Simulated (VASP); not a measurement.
# Al in VASP: further runs, part 2 of 2

VASP 6.6.1.

### Step 3. Single point, PBEsol (strain -0.025 along x and y, -0.025 along z)

The input, INCAR:

```
  ALGO = Normal
  EDIFF = 1E-7
  ENCUT = 520
  GGA = PS
  ISIF = 2
  ISMEAR = 0
  LASPH = T
  LCHARG = T
  LELF = T
  LREAL = F
  LVHAR = T
  LWAVE = F
  NBANDS = 8
  NELM = 100
  PREC = Accurate
  SIGMA = 0.15
```

The input, KPOINTS:

```
k-points
0
Gamma
  20 20 20
```

The input, POSCAR:

```
Al
1.0
    0.0000000000      1.9733805000      1.9733805000
    1.9733805000      0.0000000000      1.9733805000
    1.9733805000      1.9733805000      0.0000000000
Al
1
Direct
    0.0000000000      0.0000000000      0.0000000000
```

Potentials or basis: VASP PAW PBE potentials, release 64 (Al).

Command:

```sh
$ cat potpaw_PBE.64/Al/POTCAR > POTCAR
$ mpirun -np 1 vasp_std > vasp.out
```

OUTCAR:

```text
EDIFF = 1E-7
   ENCUT = 520
   GGA = PS
   ISIF = 2
   ISMEAR = 0
   LASPH = T
   LREAL = F
   NELM = 100
   PREC = Accurate

 ion  position               nearest neighbor table
   1  0.000  0.000  0.000-

  LATTYP: Found a face centered cubic cell.
 ALAT       =     3.9467610000

  Lattice vectors:

 A1 = (   0.0000000000,   1.9733805000,   1.9733805000)
 A2 = (   1.9733805000,   0.0000000000,   1.9733805000)
 A3 = (   1.9733805000,   1.9733805000,   0.0000000000)

Analysis of symmetry for initial positions (statically):
[... 33 lines left out ...]
                                     Primitive cell

  volume of cell :      15.3696

  direct lattice vectors                    reciprocal lattice vectors
     0.000000000  1.973380500  1.973380500    -0.253372322  0.253372322  0.253372322
     1.973380500  0.000000000  1.973380500     0.253372322 -0.253372322  0.253372322
     1.973380500  1.973380500  0.000000000     0.253372322  0.253372322 -0.253372322

  length of vectors
     2.790781467  2.790781467  2.790781467     0.438853735  0.438853735  0.438853735

  position of ions in fractional coordinates (direct lattice)
[... 121 lines left out ...]
  ---------------------------------------------------
  free energy    TOTEN  =        -4.08248684 eV

  energy without entropy =       -4.07804246  energy(sigma->0) =       -4.08026465

 E-fermi :   8.7499     XC(G=0): -10.5186

 val. band max:        8.7460224308   @ k =  -0.4000   0.4000   0.1000
 cond. band min:       8.7636390081   @ k =  -0.3000   0.2500   0.0000
 fundamental gap:      0.0176165773
 Fermi energy:         8.7498894194

 k-point     1 :       0.0000    0.0000    0.0000
  band No.  band energies     occupation
      1      -2.9205      2.00000
      2      21.7013      0.00000
      3      21.7013      0.00000
      4      21.7013      0.00000
      5      23.7468      0.00000
      6      23.7468      0.00000
      7      23.7468      0.00000
      8      25.7187      0.00000
[... 243 lines left out ...]
 k-point    24 :      -0.3500    0.0500    0.0000
  band No.  band energies     occupation
      1       0.9167      2.00000
      2       8.1413      2.00000
      3      18.4605      0.00000
      4      21.0118      0.00000
      5      21.2883      0.00000
      6      22.5989      0.00000
      7      24.3324      0.00000
      8      27.0288      0.00000

 [... further k-points ...]
[... 5 lines left out ...]
  --------------------------------------------------------------------------------------
  -------------------------------------------------------------------------------------
  Total        0.4555868      0.4555868      0.4555868      0.0000000     -0.0000000      0.0000000
  in kB       47.4918691     47.4918691     47.4918691      0.0000000     -0.0000000      0.0000000
  external PRESSURE =      47.4918691 kB  Pullay stress =       0.0000000 kB

 VOLUME and BASIS-vectors are now :
 -----------------------------------------------------------------------------
  energy-cutoff  :      520.00
  volume of cell :       15.37
      direct lattice vectors                 reciprocal lattice vectors
     0.000000000  1.973380500  1.973380500    -0.253372322  0.253372322  0.253372322
     1.973380500  0.000000000  1.973380500     0.253372322 -0.253372322  0.253372322
     1.973380500  1.973380500  0.000000000     0.253372322  0.253372322 -0.253372322

 POSITION                                       TOTAL-FORCE (eV/Angst)
 -----------------------------------------------------------------------------------
      0.00000      0.00000      0.00000         0.000000      0.000000      0.000000
 -----------------------------------------------------------------------------------
    total drift:                               -0.000000      0.000000     -0.000000

  FREE ENERGIE OF THE ION-ELECTRON SYSTEM (eV)
  ---------------------------------------------------
  free  energy   TOTEN  =        -4.0824868402 eV

  energy  without entropy=       -4.0780424599  energy(sigma->0) =       -4.08026465
```

stdout:

```text
POSCAR found type information on POSCAR Al
 POSCAR found :  1 types and       1 ions
 scaLAPACK will be used
 -----------------------------------------------------------------------------
|                                                                             |
|                                                                             |
|     You enforced a specific xc type in the INCAR file but a different       |
|     I HOPE YOU KNOW WHAT YOU ARE DOING!                                     |
|                                                                             |
 -----------------------------------------------------------------------------

 LDA part: xc-table for (Slater+PW92), standard interpolation
 POSCAR, INCAR and KPOINTS ok, starting setup
 FFT: planning ... GRIDC
 FFT: planning ... GRID_SOFT
 FFT: planning ... GRID
 WAVECAR not read
 entering main loop
```

Run time: 14 s. Hardware: 1 thread of Intel Xeon 6975P-C, shared host; peak memory 0.15 GiB.

What came out:

```yaml
Free_energy: -4.0825 eV
Pressure: 4.7 GPa
```

Levels at points of the mesh, in eV from the Fermi level:
| k point | band 1 | band 2 | band 3 | band 4 | band 5 |
| --- | --- | --- | --- | --- | --- |
| (0.00, 0.00, 0.00) | -11.67 | 12.95 | 12.95 | 12.95 | 15.00 |
| (0.50, 0.00, 0.00) | -4.92 | -4.52 | 11.72 | 11.72 | 12.13 |
| (0.50, 0.50, 0.00) | -3.13 | -1.67 | 5.23 | 5.89 | 5.89 |

Caveat: the cell differs from its parent crystal (strain -0.025 along x and y, -0.025 along z); the PAW data sets were made with another functional, which shifts forces and pressure a little.

### Step 4. Single point, PBEsol (strain +0.050 along x and y, +0.050 along z)

The input, INCAR:

```
SYSTEM = Al
PREC = Accurate
ENCUT = 520
EDIFF = 1E-6
ISMEAR = 0
SIGMA = 0.15
LREAL = .False.
LASPH = .True.
NELM = 100
ALGO = Normal
ISIF = 2
LWAVE = .False.
LCHARG = .True.
GGA = PS
LELF = .True.
LVHAR = .True.
NBANDS = 8
```

The input, KPOINTS:

```
regular mesh
0
Gamma
  20 20 20
  0 0 0
```

The input, POSCAR:

```
Al
1.0
    0.0000000000      2.1251790000      2.1251790000
    2.1251790000      0.0000000000      2.1251790000
    2.1251790000      2.1251790000      0.0000000000
Al
1
Direct
    0.0000000000      0.0000000000      0.0000000000
```

Command:

```sh
$ cat potpaw_PBE.64/Al/POTCAR > POTCAR
$ mpirun -np 1 vasp_std > vasp.out
```

It took 14 s on 1 thread of Intel Xeon 6975P-C, shared host; peak memory 0.15 GiB.

Results (log left out):

* Free energy: -3.9912 eV
* Pressure: -9.3 GPa

Levels at points of the mesh, in eV from the Fermi level:
| k point | band 1 | band 2 | band 3 | band 4 | band 5 |
| --- | --- | --- | --- | --- | --- |
| (0.00, 0.00, 0.00) | -10.14 | 11.79 | 11.79 | 11.79 | 12.21 |
| (0.50, 0.00, 0.00) | -4.19 | -4.02 | 9.88 | 9.88 | 10.76 |
| (0.50, 0.50, 0.00) | -2.57 | -1.63 | 4.92 | 4.92 | 5.20 |

Caveat: the cell differs from its parent crystal (strain +0.050 along x and y, +0.050 along z); the PAW data sets were made with another functional, which shifts forces and pressure a little.

### Step 5. Single point, PBEsol (strain -0.025 along x and y, -0.050 along z)

The input, INCAR:

```
SYSTEM = Al
  ALGO = Normal
  EDIFF = 1E-6
  ENCUT = 520
  GGA = PS
  ISIF = 2
  ISMEAR = 0
  LASPH = .True.
  LCHARG = .True.
  LELF = .True.
  LREAL = .False.
  LVHAR = .True.
  LWAVE = .False.
  NBANDS = 8
  NELM = 80
  PREC = Accurate
  SIGMA = 0.15
```

The input, KPOINTS:

```
k-points
0
Gamma
  20 20 20
  0 0 0
```

The input, POSCAR:

```
Al
1.0
    0.0000000000      1.9733805000      1.9227810000
    1.9733805000      0.0000000000      1.9227810000
    1.9733805000      1.9733805000      0.0000000000
Al
1
Direct
    0.0000000000      0.0000000000      0.0000000000
```

Command:

```sh
$ cat potpaw_PBE.64/Al/POTCAR > POTCAR
$ mpirun -np 1 vasp_std > vasp.out
```

Wall time 34 s (1 thread of Intel Xeon 6975P-C, shared host); peak memory 0.17 GiB.

The run converged. Its results:

| Property | Result |
| --- | --- |
| Free energy | -4.0663 eV |
| Pressure | 7.7 GPa |

Stress tensor (GPa, compression positive):
```
7.17 0.00 0.00
0.00 7.17 0.00
0.00 0.00 8.66
```

Levels at points of the mesh, in eV from the Fermi level:
| k point | band 1 | band 2 | band 3 | band 4 |
| --- | --- | --- | --- | --- |
| (0.00, 0.00, 0.00) | -11.84 | 13.03 | 13.03 | 13.32 |
| (0.50, 0.00, 0.00) | -5.01 | -4.53 | 11.56 | 12.11 |
| (0.50, 0.50, 0.00) | -2.89 | -1.30 | 5.04 | 5.70 |
| (0.50, 0.00, 0.50) | -3.31 | -1.85 | 5.37 | 6.13 |

Caveat: the cell differs from its parent crystal (strain -0.025 along x and y, -0.050 along z); the PAW data sets were made with another functional, which shifts forces and pressure a little.

### Step 6. Single point, PBEsol (strain -0.025 along x and y, +0.050 along z)

The input, INCAR:

```
SYSTEM = Al
ALGO = Fast ; EDIFF = 1E-6
ENCUT = 520 ; GGA = PS
ISIF = 2 ; ISMEAR = 0
LASPH = .True. ; LCHARG = .True.
LELF = .True. ; LREAL = .False.
LVHAR = .True. ; LWAVE = .False.
NBANDS = 8 ; NELM = 100
PREC = Accurate ; SIGMA = 0.15
```

KPOINTS is that of step 5.

The input, POSCAR:

```
Al
1.0
    0.0000000000      1.9733805000      2.1251790000
    1.9733805000      0.0000000000      2.1251790000
    1.9733805000      1.9733805000      0.0000000000
Al
1
Direct
    0.0000000000      0.0000000000      0.0000000000
```

Potentials or basis: VASP PAW PBE potentials, release 64 (Al).

Command:

```sh
$ cat potpaw_PBE.64/Al/POTCAR > POTCAR
$ mpirun -np 1 vasp_std > vasp.out
```

It took 41 s on 1 thread of Intel Xeon 6975P-C, shared host; peak memory 0.19 GiB.

It converged, with:

- Free energy: -4.0821 eV
- Pressure: -1.4 GPa

Stress tensor (GPa, compression positive):
```
 0.13  0.00  0.00
 0.00  0.13  0.00
 0.00  0.00 -4.38
```

Levels at points of the mesh, in eV from the Fermi level:
```tsv
k point	band 1	band 2	band 3	band 4	band 5	band 6
(0.00, 0.00, 0.00)	-11.08	12.12	12.95	12.95	14.04	14.04
(0.50, 0.00, 0.00)	-4.55	-4.33	10.24	10.48	12.30	12.34
(0.50, 0.50, 0.00)	-3.54	-2.58	5.86	6.53	6.53	9.98
(0.50, 0.00, 0.50)	-2.52	-1.07	4.93	5.06	5.46	8.60
```

Caveat: the cell differs from its parent crystal (strain -0.025 along x and y, +0.050 along z); the PAW data sets were made with another functional, which shifts forces and pressure a little.

### Step 7. Overview

| cell | gap on the mesh (eV) | pressure (GPa) |
| --- | --- | --- |
| a = 2.719 Å, angles 60.0°, 1 atom | none | 14.3 |
| a = 2.791 Å, angles 60.0°, 1 atom | none | 4.7 |
| a = 3.005 Å, angles 60.0°, 1 atom | none | -9.3 |
| a = 2.755, b = 2.755, c = 2.791 Å, angles 59.6, 59.6, 60.9°, 1 atom | none | 7.7 |
| a = 2.900, b = 2.900, c = 2.791 Å, angles 61.2, 61.2, 57.5°, 1 atom | none | -1.4 |

Alike in all rows: task single point; level PBEsol; potentials or basis VASP PAW PBE potentials, release 64 (Al); no spin polarisation; k mesh 20 × 20 × 20; cutoff (eV) 520; smearing gaussian 0.15 eV.

Caveats: the PAW data sets were made with another functional, which shifts forces and pressure a little.

Total energies depend on the potentials used, so only differences within one code and one set of settings carry meaning.
